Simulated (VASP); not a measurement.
# NiSb (P6_3/mmc) in VASP: notebook

NiSb is run at these levels: PBE; tasks: single point, relaxation of cell and atoms.

All numbers are computed with VASP 6.6.1; they aren't measurements. Logs are shortened: lines on timing, memory, paths and dates and some standing lists are left out, and cuts for length are marked.

## 1. The cell of the first run

Symmetry: P6_3/mmc, No. 194, hexagonal system. The conventional cell has a = 3.954 Å, b = 3.954 Å, c = 5.127 Å, α = 90.00°, β = 90.00°, γ = 120.00°. Ni (site symmetry -3m) has 2 Ni at 2.56 Å and 6 Sb at 2.62 Å within 3.4 Å. Within 3.5 Å of Sb (site symmetry -6m2) lie 6 Ni at 2.62 Å and 6 Sb at 3.43 Å.

## 2. Single point, PBE

Input file INCAR:

```
SYSTEM = NiSb
ALGO = Normal
EDIFF = 1E-6
ENCUT = 520
GGA = PE
ISIF = 2
ISMEAR = 0
LASPH = .TRUE.
LCHARG = .FALSE.
LREAL = .FALSE.
LWAVE = .FALSE.
NBANDS = 23
NELM = 100
PREC = Accurate
SIGMA = 0.1
```

Input file KPOINTS:

```
k-points
0
G
  12 12 8
  0 0 0
```

Input file POSCAR:

```
NiSb
1.0
    3.9542448671      0.0000000000      0.0000000000
   -1.9771224335      3.4244765077      0.0000000000
    0.0000000000      0.0000000000      5.1270338443
Ni Sb
2 2
Direct
    0.0000000000      0.0000000000      0.0000000000
    0.0000000000      0.0000000000      0.5000000000
    0.3333333333      0.6666666667      0.2500000000
    0.6666666667      0.3333333333      0.7500000000
```

Potentials or basis: VASP PAW PBE potentials, release 64 (Ni, Sb).

The run is started by

```
cat potpaw_PBE.64/Ni/POTCAR potpaw_PBE.64/Sb/POTCAR > POTCAR
mpirun -np 1 vasp_std > vasp.out
```

OUTCAR:

```text
SYSTEM = NiSb
   EDIFF = 1E-6
   ENCUT = 520
   GGA = PE
   ISIF = 2
   ISMEAR = 0
   LASPH = .TRUE.
   LREAL = .FALSE.
   NELM = 100
   PREC = Accurate

 ion  position               nearest neighbor table
   1  0.000  0.000  0.000-   2 2.56   2 2.56   4 2.62   3 2.62   3 2.62   4 2.62   4 2.62   3 2.62

   2  0.000  0.000  0.500-   1 2.56   1 2.56   4 2.62   3 2.62   3 2.62   4 2.62   4 2.62   3 2.62

   3  0.333  0.667  0.250-   1 2.62   2 2.62   1 2.62   2 2.62   1 2.62   2 2.62   4 3.43   4 3.43
                             4 3.43   4 3.43   4 3.43   4 3.43
   4  0.667  0.333  0.750-   1 2.62   2 2.62   1 2.62   2 2.62   1 2.62   2 2.62   3 3.43   3 3.43
                             3 3.43   3 3.43   3 3.43   3 3.43

  LATTYP: Found a hexagonal cell.
 ALAT       =     3.9542448671
 C/A-ratio  =     1.2965898715

  Lattice vectors:

 A1 = (   3.9542448671,   0.0000000000,   0.0000000000)
 A2 = (  -1.9771224335,   3.4244765077,   0.0000000000)
 A3 = (   0.0000000000,   0.0000000000,   5.1270338443)

Analysis of symmetry for initial positions (statically):
=====================================================================
 Subroutine PRICEL returns:
 Original cell was already a primitive cell.

 Routine SETGRP: Setting up the symmetry group for a
 hexagonal supercell.

 Subroutine GETGRP returns: Found 24 space group operations
 (whereof 12 operations were pure point group operations)
 out of a pool of 24 trial point group operations.

The static configuration has the point symmetry D_3d.
 The point group associated with its full space group is D_6h.

Analysis of symmetry for dynamics (positions and initial velocities):
=====================================================================
 Subroutine PRICEL returns:
 Original cell was already a primitive cell.

 Routine SETGRP: Setting up the symmetry group for a
 hexagonal supercell.

 Subroutine GETGRP returns: Found 24 space group operations
 (whereof 12 operations were pure point group operations)
 out of a pool of 24 trial point group operations.

The dynamic configuration has the point symmetry D_3d.
 The point group associated with its full space group is D_6h.

 Subroutine INISYM returns: Found 24 space group operations
 (whereof 12 operations are pure point group operations),
 and found     1 'primitive' translations

[... 96 lines left out ...]
   ENCUT  =  520.0 eV  38.22 Ry    6.18 a.u.   7.35  7.35  9.53*2*pi/ulx,y,z
   NELM   =    100;   NELMIN=  2; NELMDL= -5     # of ELM steps
   EDIFF  = 0.1E-05   stopping-criterion for ELM
   LREAL  =      F    real-space projection
   EDIFFG = 0.1E-04   stopping-criterion for IOM
   NSW    =      0    number of steps for IOM
   IBRION =     -1    ionic relax: 0-MD 1-quasi-New 2-CG
   NFREE  =      0    steps in history (QN), initial steepest desc. (CG)
   ISIF   =      2    stress and relaxation
   ISYM   =      2    0-nonsym 1-usesym 2-fastsym
   POTIM  = 0.5000    time-step for ionic-motion
   TEBEG  =    0.0;   TEEND  =   0.0 temperature during run
   PSTRESS=    0.0 pullay stress
   NELECT =      30.0000    total number of electrons
   NUPDOWN=      -1.0000    fix difference up-down
   EMIN   =  10.00;   EMAX   =-10.00  energy-range for DOS
   EFERMI =   0.00;   METHOD = LEGACY
   ISMEAR =     0;   SIGMA  =   0.10  broadening in eV -4-tet -1-fermi 0-gaus
   EFERMI_NEDOS =   21; number of points for ismear=-14 and -15
   IALGO  =     38    algorithm
   IMIX   =      4    mixing-type and parameters
     AMIX     =   0.40;   BMIX     =  1.00
     AMIX_MAG =   1.60;   BMIX_MAG =  1.00
  volume/ion in A,a.u.               =      17.36       117.13
  Fermi-wavevector in a.u.,A,eV,Ry     =   1.237677  2.338870 20.842003  1.531844
  Thomas-Fermi vector in A             =   2.372234
   LORBIT       =      0    0 simple, 1 ext, 2 COOP (PROOUT), +10 PAW based schemes
   GGA     = PE    functional components
   LHFCALC =     F    Hartree Fock is set to
   AEXX    =    0.0000 exact exchange contribution
   IVDW    =     0    specifies the selected vdW correction
   LEPSILON=     F    determine dielectric tensor
   LRPA    =     F    only Hartree local field effects (RPA)
 non-spin polarized calculation
 Gauss-broadening in eV      SIGMA  =   0.10
  energy-cutoff  :      520.00
  volume of cell :       69.43
 maximum number of plane-waves:      1904
 NGX is ok and might be reduce to    30
   NGX = 15   NGY = 15   NGZ = 19

 number of electron      30.0000026 magnetization

 Free energy of the ion-electron system (eV)
  ---------------------------------------------------
  ext. energy  EPLUGINS =         0.00000000
  ---------------------------------------------------
  free energy    TOTEN  =       -20.30939513 eV

  energy without entropy =      -20.30100449  energy(sigma->0) =      -20.30519981

 E-fermi :   9.8592     XC(G=0): -11.4581

 val. band max:        9.8418002504   @ k =   0.0000   0.0000   0.0000
 cond. band min:       9.8644782104   @ k =   0.1667   0.1667   0.3750
 fundamental gap:      0.0226779600
 Fermi energy:         9.8591697547

 k-point     1 :       0.0000    0.0000    0.0000
  band No.  band energies     occupation
      1      -3.0288      2.00000
      2       1.4782      2.00000
      3       3.7009      2.00000
      4       5.9732      2.00000
      5       5.9732      2.00000
      6       6.7378      2.00000
[... 613 lines left out ...]
     22      16.8898      0.00000
     23      18.5917      0.00000

 [... further k-points ...]

------------------------ aborting loop because EDIFF is reached ----------------------------------------

  FORCE on cell =-STRESS in cart. coord.  units (eV):
  Direction    XX          YY          ZZ          XY          YZ          ZX
  --------------------------------------------------------------------------------------
  -------------------------------------------------------------------------------------
  Total        0.7405631      0.7405631      0.8153554      0.0000000      0.0000000      0.0000000
  in kB       17.0902615     17.0902615     18.8162737      0.0000000      0.0000000      0.0000000
  external PRESSURE =      17.6655989 kB  Pullay stress =       0.0000000 kB

 VOLUME and BASIS-vectors are now :
 -----------------------------------------------------------------------------
  energy-cutoff  :      520.00
  volume of cell :       69.43
      direct lattice vectors                 reciprocal lattice vectors
     3.954244867  0.000000000  0.000000000     0.252892786  0.146007718  0.000000000
    -1.977122433  3.424476508  0.000000000     0.000000000  0.292015436  0.000000000
     0.000000000  0.000000000  5.127033844     0.000000000  0.000000000  0.195044548

 POSITION                                       TOTAL-FORCE (eV/Angst)
 -----------------------------------------------------------------------------------
      0.00000      0.00000      0.00000         0.000000      0.000000     -0.000000
      0.00000      0.00000      2.56352         0.000000      0.000000     -0.000000
     -0.00000      2.28298      1.28176        -0.000000      0.000000      0.000000
      1.97712      1.14149      3.84528         0.000000      0.000000     -0.000000
 -----------------------------------------------------------------------------------
    total drift:                                0.000000     -0.000000     -0.000000

  FREE ENERGIE OF THE ION-ELECTRON SYSTEM (eV)
  ---------------------------------------------------
  free  energy   TOTEN  =       -20.3093951285 eV

  energy  without entropy=      -20.3010044902  energy(sigma->0) =      -20.30519981
```

stdout:

```text
POSCAR found type information on POSCAR NiSb
 POSCAR found :  2 types and       4 ions
 scaLAPACK will be used
 LDA part: xc-table for (Slater+PW92), standard interpolation
 POSCAR, INCAR and KPOINTS ok, starting setup
 FFT: planning ... GRIDC
 FFT: planning ... GRID_SOFT
 FFT: planning ... GRID
 WAVECAR not read
 entering main loop
```

It took 2.3 min on 1 thread of Intel Xeon Platinum 8259CL at 2.50GHz (Skylake/Cascade Lake), shared host; peak memory 0.27 GiB.

What came out:

```yaml
Free_energy: -20.3094 eV
Pressure: 1.8 GPa
Band_gap_on_the_k_mesh: zero (bands 15 and 16 overlap by 3.29 eV)
```

Levels at points of the mesh, in eV from the Fermi level:
```csv
k point,band 12,band 13,band 14,band 15,band 16,band 17,band 18,band 19
"(0.00, 0.00, 0.00)",-1.30,-0.02,0.55,0.55,2.41,2.41,3.07,3.98
"(0.50, 0.00, 0.00)",-1.83,-1.57,-1.36,-1.29,-0.39,1.14,3.40,3.92
"(0.00, 0.00, 0.50)",-2.06,0.23,0.23,2.02,2.02,2.02,2.02,5.14
"(0.50, 0.00, 0.50)",-1.89,-1.78,-1.78,0.18,0.18,1.63,1.63,5.18
```

Caveat: spin-orbit coupling is left out, which moves the levels of the heavy elements. Spin polarisation is off, so any magnetic state and its effect on volume and gap are missing.

## 3. Single point, PBE

This run uses another cell than the first one, of 17.99 Å³/atom.

Input file INCAR:

```
PREC = Accurate
ENCUT = 520
EDIFF = 1E-6
ISMEAR = 0
SIGMA = 0.1
LREAL = False
LASPH = True
NELM = 80
ALGO = Normal
ISIF = 2
LWAVE = False
LCHARG = False
GGA = PE
NBANDS = 23
```

Input file KPOINTS:

```
regular mesh
0
Gamma
  12 12 8
```

Input file POSCAR:

```
NiSb
1.0
    4.0011436518      0.0000000000      0.0000000000
   -2.0005718259      3.4650920466      0.0000000000
    0.0000000000      0.0000000000      5.1895275274
Ni Sb
2 2
Direct
    0.0000000000      0.0000000000      0.0000000000
    0.0000000000      0.0000000000      0.5000000000
    0.3333333333      0.6666666667      0.2500000000
    0.6666666667      0.3333333333      0.7500000000
```

Potentials or basis: VASP PAW PBE potentials, release 64 (Ni, Sb).

The run is started by

```
cat potpaw_PBE.64/Ni/POTCAR potpaw_PBE.64/Sb/POTCAR > POTCAR
mpirun -np 1 vasp_std > vasp.out
```

Wall time 2.3 min (1 thread of Intel Xeon Platinum 8259CL at 2.50GHz (Skylake/Cascade Lake), shared host); peak memory 0.28 GiB.

It converged, with:

* Free energy: -20.3051 eV
* Pressure: -2.2 GPa
* Band gap on the k mesh: zero (bands 15 and 16 overlap by 3.14 eV)

Stress tensor (GPa, compression positive):
```
-2.24  0.00  0.00
 0.00 -2.24  0.00
 0.00  0.00 -2.08
```

Levels at points of the mesh, in eV from the Fermi level:
| k point | band 13 | band 14 | band 15 | band 16 | band 17 | band 18 |
| --- | --- | --- | --- | --- | --- | --- |
| (0.00, 0.00, 0.00) | 0.00 | 0.55 | 0.55 | 2.34 | 2.34 | 3.06 |
| (0.50, 0.00, 0.00) | -1.47 | -1.27 | -1.20 | -0.42 | 1.11 | 3.40 |
| (0.00, 0.00, 0.50) | 0.14 | 0.14 | 1.96 | 1.96 | 1.96 | 1.96 |
| (0.50, 0.00, 0.50) | -1.67 | -1.67 | 0.21 | 0.21 | 1.55 | 1.55 |

Caveat: spin-orbit coupling is left out, which moves the levels of the heavy elements.

## 4. Relaxation of cell and atoms, PBE, target pressure 20 GPa, at which the enthalpy is minimised

This run uses another cell than the first one, of 15.44 Å³/atom.

Input file INCAR:

```
SYSTEM = NiSb
PREC = Accurate
ENCUT = 600
EDIFF = 1E-6
ISMEAR = 0
SIGMA = 0.1
LREAL = .FALSE.
LASPH = .TRUE.
NELM = 100
ALGO = Normal
ISIF = 3
LWAVE = .FALSE.
LCHARG = .FALSE.
GGA = PE
IBRION = 2
NSW = 70
EDIFFG = -0.008
PSTRESS = 200.0
```

Input file KPOINTS:

```
regular mesh
0
G
  12 12 8
  0 0 0
```

Input file POSCAR:

```
NiSb
1.0
    3.8032218578      0.0000000000      0.0000000000
   -1.9016109289      3.2936867451      0.0000000000
    0.0000000000      0.0000000000      4.9312570824
Ni Sb
2 2
Direct
    0.0000000000      0.0000000000      0.0000000000
    0.0000000000      0.0000000000      0.5000000000
    0.3333333333      0.6666666667      0.2500000000
    0.6666666667      0.3333333333      0.7500000000
```

The run is started by

```
cat potpaw_PBE.64/Ni/POTCAR potpaw_PBE.64/Sb/POTCAR > POTCAR
mpirun -np 1 vasp_std > vasp.out
```

It took 11 min on 1 thread of Intel Xeon Platinum 8259CL at 2.50GHz (Skylake/Cascade Lake), shared host; peak memory 0.29 GiB.

Results (log left out):

```yaml
Free_energy: -19.8442 eV
Relaxed_volume: 15.49 Å³/atom
Relaxed_cell: a = 3.805 Å, b = 3.805 Å, c = 4.939 Å, α = 90.00°, β = 90.00°, γ = 120.00°
Space_group_after_relaxing_to_0.1_Å: P6_3/mmc (No. 194)
Energy_change_on_relaxing_the_run_minimises_the_enthalpy: -5.3 meV/atom
Ionic_steps: 13
Pressure_after_relaxing: 20.0 GPa
Band_gap_on_the_k_mesh: zero (bands 15 and 16 overlap by 3.84 eV)
```

Step by step:
```csv
step,energy change (eV),largest force (eV/Å),pressure (GPa),volume (Å³)
1,0.0000,0.0000,20.61,61.77
2,-0.0649,0.0000,18.81,62.30
3,-0.0208,0.0000,20.02,61.94
4,-0.0219,0.0000,20.05,61.95
5,-0.0437,0.0000,19.51,62.12
6,-0.0242,0.0000,19.92,61.96
7,-0.0229,0.0000,19.86,61.95
8,-0.0224,0.0000,19.92,61.95
9,-0.0147,0.0000,20.12,61.89
10,-0.0191,0.0000,20.10,61.92
11,-0.0202,0.0000,20.09,61.93
12,-0.0213,0.0000,20.06,61.94
13,-0.0214,0.0000,20.01,61.94
```

Final structure:
```yaml
crystal:
  lattice:
    - [3.80527, 0.00000, 0.00000]
    - [-1.90264, 3.29546, 0.00000]
    - [0.00000, 0.00000, 4.93943]
  atoms:
    - { symbol: Ni, position: [0.00000, 0.00000, 0.00000] }
    - { symbol: Ni, position: [0.00000, 0.00000, 0.50000] }
    - { symbol: Sb, position: [0.33333, 0.66667, 0.25000] }
    - { symbol: Sb, position: [0.66667, 0.33333, 0.75000] }
```

Levels at points of the mesh, in eV from the Fermi level:
| k point | band 11 | band 12 | band 13 | band 14 | band 15 | band 16 | band 17 | band 18 | band 19 |
| --- | --- | --- | --- | --- | --- | --- | --- | --- | --- |
| (0.00, 0.00, 0.00) | -1.61 | -1.61 | -0.08 | 0.58 | 0.58 | 2.69 | 2.69 | 3.16 | 4.53 |
| (0.50, 0.00, 0.00) | -2.54 | -2.24 | -1.91 | -1.69 | -1.60 | -0.23 | 1.23 | 3.42 | 4.46 |
| (0.00, 0.00, 0.50) | -2.53 | -2.53 | 0.57 | 0.57 | 2.26 | 2.26 | 2.26 | 2.26 | 5.43 |
| (0.50, 0.00, 0.50) | -2.33 | -2.33 | -2.19 | -2.19 | 0.10 | 0.10 | 1.96 | 1.96 | 5.53 |

Caveat: the cell is relaxed towards a set pressure, so the run minimises the enthalpy, not the energy; spin-orbit coupling is left out, which moves the levels of the heavy elements. Spin polarisation is off, so any magnetic state and its effect on volume and gap are missing.

## 5. Relaxation of cell and atoms, PBE, target pressure 10 GPa, at which the enthalpy is minimised

This run uses another cell than the first one, of 16.35 Å³/atom.

Input file INCAR:

```
SYSTEM = NiSb
  PREC = Accurate
  ENCUT = 600
  EDIFF = 1E-6
  ISMEAR = 0
  SIGMA = 0.1
  LREAL = .FALSE.
  LASPH = .TRUE.
  NELM = 80
  ALGO = Normal
  ISIF = 3
  LWAVE = .FALSE.
  LCHARG = .FALSE.
  GGA = PE
  IBRION = 2
  NSW = 70
  EDIFFG = -0.008
  PSTRESS = 100.0
```

KPOINTS is that of step 4.

Input file POSCAR:

```
NiSb
1.0
    3.8765696077      0.0000000000      0.0000000000
   -1.9382848038      3.3572077599      0.0000000000
    0.0000000000      0.0000000000      5.0261731527
Ni Sb
2 2
Direct
    0.0000000000      0.0000000000      0.0000000000
    0.0000000000      0.0000000000      0.5000000000
    0.3333333333      0.6666666667      0.2500000000
    0.6666666667      0.3333333333      0.7500000000
```

The run is started by

```
cat potpaw_PBE.64/Ni/POTCAR potpaw_PBE.64/Sb/POTCAR > POTCAR
mpirun -np 1 vasp_std > vasp.out
```

It took 6.2 min on 1 thread of Intel Xeon Platinum 8259CL at 2.50GHz (Skylake/Cascade Lake), shared host; peak memory 0.3 GiB.

The run converged. Its results:

* Free energy: -20.1684 eV
* Relaxed volume: 16.36 Å³/atom
* Relaxed cell: a = 3.877 Å, b = 3.877 Å, c = 5.030 Å, α = 90.00°, β = 90.00°, γ = 120.00°
* Space group after relaxing (to 0.1 Å): P6_3/mmc (No. 194)
* Energy change on relaxing (the run minimises the enthalpy): -0.7 meV/atom
* Ionic steps: 8
* Pressure after relaxing: 10.0 GPa
* Band gap on the k mesh: zero (bands 15 and 16 overlap by 3.57 eV)

Stress tensor (GPa, compression positive):
```
 9.96  0.00  0.00
 0.00  9.96  0.00
 0.00  0.00 10.03
```

The path:
```
step  energy change (eV)  largest force (eV/Å)  pressure (GPa)  volume (Å³)
   1              0.0000                0.0000           10.18        65.41
   2             -0.0105                0.0000            9.80        65.58
   3             -0.0056                0.0000            9.77        65.50
   4             -0.0029                0.0000            9.94        65.46
   5             -0.0024                0.0000            9.96        65.45
   6             -0.0022                0.0000           10.00        65.45
   7             -0.0024                0.0000           10.03        65.45
   8             -0.0027                0.0000            9.98        65.45
```

Final structure:
```
Ni Sb
1.0
     3.87653    0.00000    0.00000
    -1.93827    3.35718    0.00000
     0.00000    0.00000    5.02950
Ni Sb
2 2
Direct
  0.00000 0.00000 0.00000
  0.00000 0.00000 0.50000
  0.33333 0.66667 0.25000
  0.66667 0.33333 0.75000
```

Levels at points of the mesh, in eV from the Fermi level:
| k point | band 11 | band 12 | band 13 | band 14 | band 15 | band 16 | band 17 | band 18 | band 19 |
| --- | --- | --- | --- | --- | --- | --- | --- | --- | --- |
| (0.00, 0.00, 0.00) | -1.46 | -1.46 | -0.05 | 0.56 | 0.56 | 2.55 | 2.55 | 3.12 | 4.25 |
| (0.50, 0.00, 0.00) | -2.30 | -2.03 | -1.74 | -1.52 | -1.44 | -0.32 | 1.18 | 3.41 | 4.19 |
| (0.00, 0.00, 0.50) | -2.29 | -2.29 | 0.39 | 0.39 | 2.14 | 2.14 | 2.14 | 2.14 | 5.31 |
| (0.50, 0.00, 0.50) | -2.11 | -2.11 | -1.98 | -1.98 | 0.14 | 0.14 | 1.80 | 1.80 | 5.36 |

Caveat: the cell is relaxed towards a set pressure, so the run minimises the enthalpy, not the energy; spin-orbit coupling is left out, which moves the levels of the heavy elements. Spin polarisation is off, so any magnetic state and its effect on volume and gap are missing.

## 6. The runs side by side

```csv
task,cell,cutoff (eV),gap on the mesh (eV),pressure (GPa)
single point,"a = 3.954, b = 3.954, c = 5.127 Å, angles 90.0, 90.0, 120.0°, 4 atoms",520,none,1.8
single point,"a = 4.001, b = 4.001, c = 5.190 Å, angles 90.0, 90.0, 120.0°, 4 atoms",520,none,-2.2
relaxation of cell and atoms,"relaxed to 20 GPa from a = 3.803, b = 3.803, c = 4.931 Å, angles 90.0, 90.0, 120.0°, 4 atoms",600,none,20.0
relaxation of cell and atoms,"relaxed to 10 GPa from a = 3.877, b = 3.877, c = 5.026 Å, angles 90.0, 90.0, 120.0°, 4 atoms",600,none,10.0
```

Alike in all rows: level PBE; potentials or basis VASP PAW PBE potentials, release 64 (Ni, Sb); no spin polarisation; k mesh 12 × 12 × 8; smearing gaussian 0.1 eV.

Caveats: spin-orbit coupling is left out, which moves the levels of the heavy elements; the cell is relaxed towards a set pressure, so the run minimises the enthalpy, not the energy (at least some runs).

Absolute energies hang on the potentials; compare differences alone.

The gap in the log of VASP goes by the Fermi energy; the results here count the filled bands.